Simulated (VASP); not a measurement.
# CsH in VASP: notebook, part 2 of 2

VASP 6.6.1.

### Step 4. Single point, LDA

Input file INCAR:

```
SYSTEM = CsH
PREC = Accurate ; ENCUT = 520
EDIFF = 1E-6 ; ISMEAR = 0
SIGMA = 0.05 ; LREAL = .FALSE.
LASPH = .TRUE. ; NELM = 100
ALGO = Normal ; ISIF = 2
LWAVE = .FALSE. ; LCHARG = .FALSE.
NBANDS = 12
```

Input file KPOINTS:

```
Automatic mesh
0
G
  5 5 5
  0 0 0
```

Input file POSCAR:

```
CsH
1.0
   -0.0531333333      3.1880000000      3.1880000000
    3.1880000000     -0.0531333333      3.1880000000
    3.1348666667      3.1348666667      0.0000000000
Cs H
1 1
Direct
    0.0000000000      0.0000000000      0.0000000000
    0.5000000000      0.5000000000      0.5000000000
```

Potentials or basis: VASP PAW LDA potentials, release 64 (Cs_sv, H).

Started as:

```console
$ cat potpaw_LDA.64/Cs_sv/POTCAR potpaw_LDA.64/H/POTCAR > POTCAR
$ mpirun -np 1 vasp_std > vasp.out
```

OUTCAR:

```text
SYSTEM = CsH
   PREC = Accurate
   ENCUT = 520
   EDIFF = 1E-6
   ISMEAR = 0
   LREAL = .FALSE.
   LASPH = .TRUE.
   NELM = 100
   ISIF = 2

 ion  position               nearest neighbor table
   1  0.000  0.000  0.000-
   2  0.500  0.500  0.500-

  LATTYP: Found a body centered orthorhombic cell.
 ALAT       =     4.4333709563
 B/A-ratio  =     1.0338983051
 C/A-ratio  =     1.4381832838

  Lattice vectors:

 A1 = (   0.0531333333,  -3.1880000000,  -3.1880000000)
 A2 = (  -0.0531333333,   3.1880000000,  -3.1880000000)
 A3 = (   3.1880000000,  -0.0531333333,   3.1880000000)

Analysis of symmetry for initial positions (statically):
=====================================================================
 Subroutine PRICEL returns:
 Original cell was already a primitive cell.

 Routine SETGRP: Setting up the symmetry group for a
 body centered orthorhombic supercell.

 Subroutine GETGRP returns: Found  8 space group operations
 (whereof  8 operations were pure point group operations)
 out of a pool of  8 trial point group operations.

The static configuration has the point symmetry D_2h.

Analysis of symmetry for dynamics (positions and initial velocities):
[... 166 lines left out ...]

 k-point     1 :       0.0000    0.0000    0.0000
  band No.  band energies     occupation
      1     -21.4175      2.00000
      2      -7.8749      2.00000
      3      -7.8651      2.00000
      4      -7.8511      2.00000
      5      -1.8383      2.00000
      6       4.8635      0.00000
      7       4.9822      0.00000
      8       5.1722      0.00000
      9       5.7215      0.00000
     10       6.8346      0.00000
     11       6.8347      0.00000
     12       8.5408      0.00000
[... 331 lines left out ...]
 k-point    24 :       0.2000    0.2000    0.4000
  band No.  band energies     occupation
      1     -21.3519      2.00000
      2      -8.4569      2.00000
      3      -8.0835      2.00000
      4      -7.9305      2.00000
      5      -0.6430      2.00000
      6       3.3535      0.00000
      7       3.9037      0.00000
      8       5.1469      0.00000
      9       5.8561      0.00000
     10       7.1238      0.00000
     11       8.1027      0.00000
     12      10.3739      0.00000

 [... further k-points ...]
[... 5 lines left out ...]
  --------------------------------------------------------------------------------------
  -------------------------------------------------------------------------------------
  Total       -0.5019156     -0.5019156     -0.5042333      0.0736329     -0.0000000     -0.0000000
  in kB      -12.4130060    -12.4130060    -12.4703269      1.8210338     -0.0000000     -0.0000000
  external PRESSURE =     -12.4321130 kB  Pullay stress =       0.0000000 kB

 VOLUME and BASIS-vectors are now :
 -----------------------------------------------------------------------------
  energy-cutoff  :      520.00
  volume of cell :       64.78
      direct lattice vectors                 reciprocal lattice vectors
    -0.053133333  3.188000000  3.188000000    -0.154267026  0.154267026  0.156838143
     3.188000000 -0.053133333  3.188000000     0.154267026 -0.154267026  0.156838143
     3.134866667  3.134866667  0.000000000     0.159496417  0.159496417 -0.156838143

 POSITION                                       TOTAL-FORCE (eV/Angst)
 -----------------------------------------------------------------------------------
      0.00000      0.00000      0.00000         0.000000     -0.000000     -0.000000
      3.13487      3.13487      3.18800        -0.000000      0.000000      0.000000
 -----------------------------------------------------------------------------------
    total drift:                               -0.000000      0.000000      0.000000

  FREE ENERGIE OF THE ION-ELECTRON SYSTEM (eV)
  ---------------------------------------------------
  free  energy   TOTEN  =        -4.8910991033 eV

  energy  without entropy=       -4.8910991033  energy(sigma->0) =       -4.89109910
```

OSZICAR:

```text
N       E                     dE             d eps       ncg     rms          rms(c)
DAV:   1     0.440478344297E+02    0.44048E+02   -0.40669E+03   648   0.680E+02
DAV:   2    -0.192345766513E+01   -0.45971E+02   -0.43483E+02   776   0.114E+02
DAV:   3    -0.564532417799E+01   -0.37219E+01   -0.37141E+01   828   0.354E+01
DAV:   4    -0.567741490413E+01   -0.32091E-01   -0.32089E-01   716   0.377E+00
DAV:   5    -0.567755595828E+01   -0.14105E-03   -0.14105E-03   856   0.260E-01    0.351E+00
DAV:   6    -0.502520074760E+01    0.65236E+00   -0.55994E-01   764   0.267E+00    0.144E+00
DAV:   7    -0.488466449492E+01    0.14054E+00   -0.49635E-01   736   0.233E+00    0.578E-01
DAV:   8    -0.489625455888E+01   -0.11590E-01   -0.51669E-02   692   0.933E-01    0.289E-01
DAV:   9    -0.489097609882E+01    0.52785E-02   -0.91814E-03   768   0.393E-01    0.306E-02
DAV:  10    -0.489112401085E+01   -0.14791E-03   -0.15994E-03   712   0.144E-01    0.362E-02
DAV:  11    -0.489110231304E+01    0.21698E-04   -0.14880E-04   772   0.444E-02    0.114E-02
DAV:  12    -0.489109907908E+01    0.32340E-05   -0.18267E-05   756   0.183E-02    0.123E-03
DAV:  13    -0.489109910332E+01   -0.24240E-07   -0.15630E-06   772   0.509E-03
   1 F= -.48910991E+01 E0= -.48910991E+01  d E =-.946317E-15
```

stdout:

```text
POSCAR found type information on POSCAR CsH
 POSCAR found :  2 types and       2 ions
 scaLAPACK will be used
 LDA part: xc-table for (Slater(with rela. corr.)+CA(PZ))
 , standard interpolation
 POSCAR, INCAR and KPOINTS ok, starting setup
 FFT: planning ... GRIDC
 FFT: planning ... GRID_SOFT
 FFT: planning ... GRID
 WAVECAR not read
 entering main loop
```

Run time: 15 s. Hardware: 1 thread of AMD EPYC 7R13 (Zen 3), shared host; peak memory 0.14 GiB.

What came out:

```
Free energy            : -4.8911 eV
Pressure               : -1.2 GPa
Band gap on the k mesh : 2.44 eV, indirect (least direct gap 2.46 eV)
```

Caveat: spin-orbit coupling is left out, which moves the levels of the heavy elements. A k mesh can miss the band edges.

### Step 5. Single point, LDA

Input file INCAR:

```
SYSTEM = CsH
PREC = Accurate
ENCUT = 520
EDIFF = 1E-6
ISMEAR = 0
SIGMA = 0.05
LREAL = .FALSE.
LASPH = .TRUE.
NELM = 80
ALGO = Normal
ISIF = 2
LWAVE = .FALSE.
LCHARG = .TRUE.
LELF = .TRUE.
LVHAR = .TRUE.
NBANDS = 12
```

Input file KPOINTS:

```
regular mesh
0
G
  5 5 5
  0 0 0
```

Input file POSCAR:

```
CsH
1.0
   -0.0265666667      3.1880000000      3.1880000000
    3.1880000000     -0.0265666667      3.1880000000
    3.1614333333      3.1614333333      0.0000000000
Cs H
1 1
Direct
    0.0000000000      0.0000000000      0.0000000000
    0.5000000000      0.5000000000      0.5000000000
```

Started as:

```console
$ cat potpaw_LDA.64/Cs_sv/POTCAR potpaw_LDA.64/H/POTCAR > POTCAR
$ mpirun -np 1 vasp_std > vasp.out
```

Wall time 16 s (1 thread of AMD EPYC 7R13 (Zen 3), shared host); peak memory 0.14 GiB.

It converged, with:

* Free energy: -4.8919 eV
* Pressure: -1.2 GPa
* Band gap on the k mesh: 2.46 eV, indirect (least direct gap 2.47 eV)

Stress tensor (GPa, compression positive):
```
-1.24  0.09  0.00
 0.09 -1.24  0.00
 0.00  0.00 -1.24
```

Levels at points of the mesh, in eV from the valence-band top:
```csv
k point,band 3,band 4,band 5,band 6,band 7,band 8
"(0.00, 0.00, 0.00)",-7.67,-7.66,-1.64,5.14,5.20,5.29
```

Caveat: spin-orbit coupling is left out, which moves the levels of the heavy elements. Expect the measured gap to be larger: semilocal functionals such as LDA lack the derivative discontinuity.

### Step 6. Single point, LDA

Input file INCAR:

```
PREC = Accurate
ENCUT = 520
EDIFF = 1E-6
ISMEAR = 0
SIGMA = 0.05
LREAL = F
LASPH = T
NELM = 80
ALGO = Normal
ISIF = 2
LWAVE = F
LCHARG = F
GGA = CA
NBANDS = 12
```

Input file KPOINTS:

```
regular mesh
0
Gamma
  5 5 5
```

Input file POSCAR:

```
CsH
1.0
    0.0265666667      3.1880000000      3.1880000000
    3.1880000000      0.0265666667      3.1880000000
    3.2145666667      3.2145666667      0.0000000000
Cs H
1 1
Direct
    0.0000000000      0.0000000000      0.0000000000
    0.5000000000      0.5000000000      0.5000000000
```

Potentials or basis: VASP PAW LDA potentials, release 64 (Cs_sv, H).

Started as:

```console
$ cat potpaw_LDA.64/Cs_sv/POTCAR potpaw_LDA.64/H/POTCAR > POTCAR
$ mpirun -np 1 vasp_std > vasp.out
```

Run time: 15 s. Hardware: 1 thread of AMD EPYC 7R13 (Zen 3), shared host; peak memory 0.15 GiB.

Results (log left out):

| Quantity | Value |
| --- | --- |
| Free energy | -4.8919 eV |
| Pressure | -1.2 GPa |
| Band gap on the k mesh | 2.46 eV, indirect (least direct gap 2.47 eV) |

Stress tensor (GPa, compression positive):
```
-1.24 -0.09  0.00
-0.09 -1.24  0.00
 0.00  0.00 -1.24
```

Levels at points of the mesh, in eV from the valence-band top:
```tsv
k point	band 2	band 3	band 4	band 5	band 6	band 7	band 8	band 9
(0.00, 0.00, 0.00)	-7.67	-7.67	-7.66	-1.64	5.14	5.20	5.29	5.90
```

Caveat: spin-orbit coupling is left out, which moves the levels of the heavy elements. A k mesh can miss the band edges.

### Step 7. Overview

| cell | gap on the mesh (eV) | pressure (GPa) |
| --- | --- | --- |
| a = 4.509 Å, angles 60.0°, 2 atoms | 2.47 | -1.2 |
| a = 4.509, b = 4.509, c = 4.396 Å, angles 60.8, 60.8, 61.7°, 2 atoms | 2.43 | -1.2 |
| a = 4.509, b = 4.509, c = 4.433 Å, angles 60.6, 60.6, 61.1°, 2 atoms | 2.44 | -1.2 |
| a = 4.509, b = 4.509, c = 4.471 Å, angles 60.3, 60.3, 60.6°, 2 atoms | 2.46 | -1.2 |
| a = 4.509, b = 4.509, c = 4.546 Å, angles 59.7, 59.7, 59.4°, 2 atoms | 2.46 | -1.2 |

Alike in all rows: task single point; level LDA; potentials or basis VASP PAW LDA potentials, release 64 (Cs_sv, H); no spin polarisation; k mesh 5 × 5 × 5; cutoff (eV) 520; smearing gaussian 0.05 eV.

Caveats: spin-orbit coupling is left out, which moves the levels of the heavy elements.

Absolute energies hang on the potentials; compare differences alone.
